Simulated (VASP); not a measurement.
# Rh (Fm-3m) in VASP: further runs

Rh is run at these levels: revPBE, LDA, RPBE, r2SCAN; tasks: single point.

Program: VASP 6.6.1. These are calculated values, not measurements. Logs are shortened: lines on timing, memory, paths and dates and some standing lists are left out, and cuts for length are marked.

### 1 The cell of the first run

The structure is cubic, space group Fm-3m (No. 225). The conventional cell has a = 3.796 Å, b = 3.796 Å, c = 3.796 Å, α = 90.00°, β = 90.00°, γ = 90.00°. Within 3.5 Å of Rh (site symmetry m-3m) lie 12 Rh at 2.68 Å.

### 2 Single point, revPBE

File INCAR:

```
SYSTEM = Rh
PREC = Accurate
ENCUT = 520
EDIFF = 1E-6
ISMEAR = 0
SIGMA = 0.15
LREAL = .False.
LASPH = .True.
NELM = 60
ALGO = Normal
ISIF = 2
LWAVE = .False.
LCHARG = .False.
GGA = RE
NBANDS = 14
```

File KPOINTS:

```
Automatic mesh
0
Gamma
  15 15 15
  0 0 0
```

File POSCAR:

```
Rh
1.0
    0.0000000000      1.8978500000      1.8978500000
    1.8978500000      0.0000000000      1.8978500000
    1.8978500000      1.8978500000      0.0000000000
Rh
1
Direct
    0.0000000000      0.0000000000      0.0000000000
```

Potentials or basis: VASP PAW PBE potentials, release 64 (Rh_pv).

Started as:

```bash
$ cat potpaw_PBE.64/Rh_pv/POTCAR > POTCAR
$ mpirun -np 1 vasp_std > vasp.out
```

OUTCAR:

```text
SYSTEM = Rh
   PREC = Accurate
   ENCUT = 520
   EDIFF = 1E-6
   ISMEAR = 0
   LREAL = .False.
   LASPH = .True.
   NELM = 60
   ISIF = 2
   GGA = RE

 ion  position               nearest neighbor table
   1  0.000  0.000  0.000-

  LATTYP: Found a face centered cubic cell.
 ALAT       =     3.7957000000

  Lattice vectors:

 A1 = (   0.0000000000,   1.8978500000,   1.8978500000)
 A2 = (   1.8978500000,   0.0000000000,   1.8978500000)
 A3 = (   1.8978500000,   1.8978500000,   0.0000000000)

Analysis of symmetry for initial positions (statically):
=====================================================================
 Subroutine PRICEL returns:
 Original cell was already a primitive cell.

 Routine SETGRP: Setting up the symmetry group for a
 face centered cubic supercell.

 Subroutine GETGRP returns: Found 48 space group operations
 (whereof 48 operations were pure point group operations)
 out of a pool of 48 trial point group operations.

The static configuration has the point symmetry O_h .

Analysis of symmetry for dynamics (positions and initial velocities):
=====================================================================
 Subroutine PRICEL returns:
 Original cell was already a primitive cell.

 Routine SETGRP: Setting up the symmetry group for a
 face centered cubic supercell.

 Subroutine GETGRP returns: Found 48 space group operations
 (whereof 48 operations were pure point group operations)
 out of a pool of 48 trial point group operations.

The dynamic configuration has the point symmetry O_h .

 Subroutine INISYM returns: Found 48 space group operations
 (whereof 48 operations are pure point group operations),
 and found     1 'primitive' translations

----------------------------------------------------------------------------------------

                                     Primitive cell

  volume of cell :      13.6715

  direct lattice vectors                    reciprocal lattice vectors
     0.000000000  1.897850000  1.897850000    -0.263456016  0.263456016  0.263456016
     1.897850000  0.000000000  1.897850000     0.263456016 -0.263456016  0.263456016
     1.897850000  1.897850000  0.000000000     0.263456016  0.263456016 -0.263456016

  length of vectors
     2.683965209  2.683965209  2.683965209     0.456319205  0.456319205  0.456319205

  position of ions in fractional coordinates (direct lattice)
     0.000000000  0.000000000  0.000000000

  ion indices of the primitive-cell ions
   primitive index   ion index
                 1           1

----------------------------------------------------------------------------------------

 KPOINTS: Automatic mesh

Automatic generation of k-mesh.
 Grid dimensions read from file:
 generate k-points for:   15   15   15

 Generating k-lattice:

  Cartesian coordinates                     Fractional coordinates (reciprocal lattice)
    -0.017563734  0.017563734  0.017563734     0.066666667  0.000000000  0.000000000
     0.017563734 -0.017563734  0.017563734     0.000000000  0.066666667  0.000000000
     0.017563734  0.017563734 -0.017563734     0.000000000  0.000000000  0.066666667

  Length of vectors
     0.030421280  0.030421280  0.030421280

  Shift w.r.t. Gamma in fractional coordinates (k-lattice)
     0.000000000  0.000000000  0.000000000

 Subroutine IBZKPT returns following result:
 ===========================================

 Found    120 irreducible k-points:

 Following reciprocal coordinates:
            Coordinates               Weight
  0.000000  0.000000  0.000000      1.000000
  0.066667  0.000000  0.000000      8.000000
  0.133333  0.000000  0.000000      8.000000
  0.200000  0.000000  0.000000      8.000000
  0.266667  0.000000  0.000000      8.000000
  0.333333  0.000000  0.000000      8.000000
[... 16 lines left out ...]
  0.133333  0.133333  0.000000      6.000000
  0.200000  0.133333  0.000000     24.000000
 [... further k-points ...]
   k-points           NKPTS =    120   k-points in BZ     NKDIM =    120   number of bands    NBANDS=     14
   number of dos      NEDOS =    301   number of ions     NIONS =      1
   total plane-waves  NPLWV =   8000
   dimension x,y,z NGX =    20 NGY =   20 NGZ =   20
   dimension x,y,z NGXF=    40 NGYF=   40 NGZF=   40
   ions per type =               1
   NGX,Y,Z   is equivalent  to a cutoff of  12.39, 12.39, 12.39 a.u.
   NGXF,Y,Z  is equivalent  to a cutoff of  24.78, 24.78, 24.78 a.u.
 SYSTEM =  Rh
   PREC   = accura    normal or accurate (medium, high low for compatibility)
   ISTART =      0    job   : 0-new  1-cont  2-samecut
   ICHARG =      2    charge: 1-file 2-atom 10-const
   ISPIN  =      1    spin polarized calculation?
   LNONCOLLINEAR =      F non collinear calculations
   LSORBIT =      F    spin-orbit coupling
   LASPH  =      T    aspherical Exc in radial PAW
   ENCUT  =  520.0 eV  38.22 Ry    6.18 a.u.   4.99  4.99  4.99*2*pi/ulx,y,z
   NELM   =     60;   NELMIN=  2; NELMDL= -5     # of ELM steps
   EDIFF  = 0.1E-05   stopping-criterion for ELM
   LREAL  =      F    real-space projection
   EDIFFG = 0.1E-04   stopping-criterion for IOM
   NSW    =      0    number of steps for IOM
   IBRION =     -1    ionic relax: 0-MD 1-quasi-New 2-CG
   NFREE  =      0    steps in history (QN), initial steepest desc. (CG)
   ISIF   =      2    stress and relaxation
   ISYM   =      2    0-nonsym 1-usesym 2-fastsym
   POTIM  = 0.5000    time-step for ionic-motion
   TEBEG  =    0.0;   TEEND  =   0.0 temperature during run
   PSTRESS=    0.0 pullay stress
   NELECT =      15.0000    total number of electrons
   NUPDOWN=      -1.0000    fix difference up-down
   EMIN   =  10.00;   EMAX   =-10.00  energy-range for DOS
   EFERMI =   0.00;   METHOD = LEGACY
   ISMEAR =     0;   SIGMA  =   0.15  broadening in eV -4-tet -1-fermi 0-gaus
   EFERMI_NEDOS =   21; number of points for ismear=-14 and -15
   IALGO  =     38    algorithm
   IMIX   =      4    mixing-type and parameters
     AMIX     =   0.40;   BMIX     =  1.00
     AMIX_MAG =   1.60;   BMIX_MAG =  1.00
  volume/ion in A,a.u.               =      13.67        92.26
  Fermi-wavevector in a.u.,A,eV,Ry     =   1.688496  3.190795 38.790465  2.851019
  Thomas-Fermi vector in A             =   2.770792
   LORBIT       =      0    0 simple, 1 ext, 2 COOP (PROOUT), +10 PAW based schemes
   GGA     = RE    functional components
   LHFCALC =     F    Hartree Fock is set to
   AEXX    =    0.0000 exact exchange contribution
   IVDW    =     0    specifies the selected vdW correction
   LEPSILON=     F    determine dielectric tensor
   LRPA    =     F    only Hartree local field effects (RPA)
 non-spin polarized calculation
 Gauss-broadening in eV      SIGMA  =   0.15
  energy-cutoff  :      520.00
  volume of cell :       13.67
 maximum number of plane-waves:       378
   NGX =  9   NGY =  9   NGZ =  9

 number of electron      15.0000007 magnetization

 Free energy of the ion-electron system (eV)
  ---------------------------------------------------
  ext. energy  EPLUGINS =         0.00000000
  ---------------------------------------------------
  free energy    TOTEN  =        -6.73889845 eV

  energy without entropy =       -6.72407267  energy(sigma->0) =       -6.73148556

 E-fermi :  12.0694     XC(G=0): -14.0000

 val. band max:       12.0683456619   @ k =  -0.3333   0.2000   0.0667
 cond. band min:      12.0701591359   @ k =   0.3333   0.1333   0.0000
 fundamental gap:      0.0018134740
 Fermi energy:        12.0693930369

 k-point     1 :       0.0000    0.0000    0.0000
  band No.  band energies     occupation
      1     -34.3338      2.00000
      2     -34.3338      2.00000
      3     -34.3338      2.00000
      4       4.0939      2.00000
      5       8.9622      2.00000
      6       8.9622      2.00000
      7       8.9622      2.00000
      8      11.0589      2.00000
      9      11.0589      2.00000
     10      28.0656      0.00000
     11      32.6095      0.00000
     12      33.5733      0.00000
     13      33.5733      0.00000
     14      33.5733      0.00000

 k-point     2 :       0.0667    0.0000    0.0000
  band No.  band energies     occupation
      1     -34.3672      2.00000
      2     -34.3383      2.00000
      3     -34.3383      2.00000
      4       4.2736      2.00000
      5       8.8830      2.00000
      6       9.0321      2.00000
      7       9.0321      2.00000
      8      11.0200      2.00000
      9      11.0200      2.00000
     10      28.3258      0.00000
     11      32.5868      0.00000
     12      32.6285      0.00000
     13      33.8366      0.00000
     14      33.8366      0.00000

 k-point     3 :       0.1333    0.0000    0.0000
  band No.  band energies     occupation
      1     -34.4609      2.00000
      2     -34.3510      2.00000
      3     -34.3510      2.00000
      4       4.7765      2.00000
      5       8.7045      2.00000
      6       9.2010      2.00000
      7       9.2010      2.00000
      8      10.9531      2.00000
      9      10.9531      2.00000
     10      28.9778      0.00000
     11      30.7637      0.00000
     12      32.6093      0.00000
     13      34.5892      0.00000
     14      34.5892      0.00000
[... 324 lines left out ...]
 k-point    23 :       0.1333    0.1333    0.0000
  band No.  band energies     occupation
      1     -34.4570      2.00000
      2     -34.3796      2.00000
      3     -34.3796      2.00000
      4       5.0064      2.00000
      5       8.3754      2.00000
      6       9.4485      2.00000
      7       9.4485      2.00000
      8      10.4597      2.00000
      9      11.2912      2.00000
     10      29.3993      0.00000
     11      31.7256      0.00000
     12      32.6101      0.00000
     13      33.4550      0.00000
     14      33.4550      0.00000

 k-point    24 :       0.2000    0.1333    0.0000
  band No.  band energies     occupation
      1     -34.5460      2.00000
      2     -34.4029      2.00000
      3     -34.3966      2.00000
      4       5.5435      2.00000
      5       8.1207      2.00000
      6       9.6074      2.00000
      7       9.6849      2.00000
      8      10.3769      2.00000
      9      11.4190      2.00000
     10      30.0313      0.00000
     11      30.5157      0.00000
     12      32.6091      0.00000
     13      33.2999      0.00000
     14      33.7983      0.00000

 [... further k-points ...]

------------------------ aborting loop because EDIFF is reached ----------------------------------------

  FORCE on cell =-STRESS in cart. coord.  units (eV):
  Direction    XX          YY          ZZ          XY          YZ          ZX
  --------------------------------------------------------------------------------------
  -------------------------------------------------------------------------------------
  Total        0.9384407      0.9384407      0.9384407      0.0000000      0.0000000      0.0000000
  in kB      109.9769709    109.9769709    109.9769709      0.0000000      0.0000000      0.0000000
  external PRESSURE =     109.9769709 kB  Pullay stress =       0.0000000 kB

 VOLUME and BASIS-vectors are now :
 -----------------------------------------------------------------------------
  energy-cutoff  :      520.00
  volume of cell :       13.67
      direct lattice vectors                 reciprocal lattice vectors
     0.000000000  1.897850000  1.897850000    -0.263456016  0.263456016  0.263456016
     1.897850000  0.000000000  1.897850000     0.263456016 -0.263456016  0.263456016
     1.897850000  1.897850000  0.000000000     0.263456016  0.263456016 -0.263456016

 POSITION                                       TOTAL-FORCE (eV/Angst)
 -----------------------------------------------------------------------------------
      0.00000      0.00000      0.00000         0.000000     -0.000000      0.000000
 -----------------------------------------------------------------------------------
    total drift:                                0.000000      0.000000      0.000000

  FREE ENERGIE OF THE ION-ELECTRON SYSTEM (eV)
  ---------------------------------------------------
  free  energy   TOTEN  =        -6.7388984537 eV

  energy  without entropy=       -6.7240726746  energy(sigma->0) =       -6.73148556
```

Run time: 18 s. Hardware: 1 thread of Intel Xeon Platinum 8375C at 2.90GHz (Ice Lake), shared host; peak memory 0.14 GiB.

Results:

```
Free energy : -6.7389 eV
Pressure    : 11.0 GPa
```

Caveat: the PAW data sets were made with another functional, which shifts forces and pressure a little.

### 3 Single point, LDA

File INCAR:

```
ALGO     = Normal         # electronic algorithm
EDIFF    = 1E-6           # SCF threshold, eV
ENCUT    = 520            # plane-wave cutoff, eV
GGA      = CA             # functional
ISIF     = 2              # what is computed and relaxed
ISMEAR   = 0              # smearing method
LASPH    = T              # aspherical terms in the spheres
LCHARG   = F              # write CHGCAR
LREAL    = F              # projectors in reciprocal space
LWAVE    = F              # write WAVECAR
NBANDS   = 14             # bands
NELM     = 100            # most SCF steps
PREC     = Accurate       # precision mode
SIGMA    = 0.15           # smearing width, eV
```

File KPOINTS:

```
k-points
0
Gamma
  15 15 15
```

POSCAR is that of step 2.

Potentials or basis: VASP PAW LDA potentials, release 64 (Rh_pv).

Started as:

```bash
$ cat potpaw_LDA.64/Rh_pv/POTCAR > POTCAR
$ mpirun -np 1 vasp_std > vasp.out
```

It took 22 s on 1 thread of Intel Xeon Platinum 8375C at 2.90GHz (Ice Lake), shared host; peak memory 0.13 GiB.

The run converged. Its results:

```yaml
Free_energy: -8.6800 eV
Pressure: -8.9 GPa
```

Levels at points of the mesh, in eV from the Fermi level:
```
           k point  band 5  band 6  band 7  band 8  band 9  band 10
(0.00, 0.00, 0.00)   -3.15   -3.15   -3.15   -1.00   -1.00    15.94
```

[end of part 1 of 2]
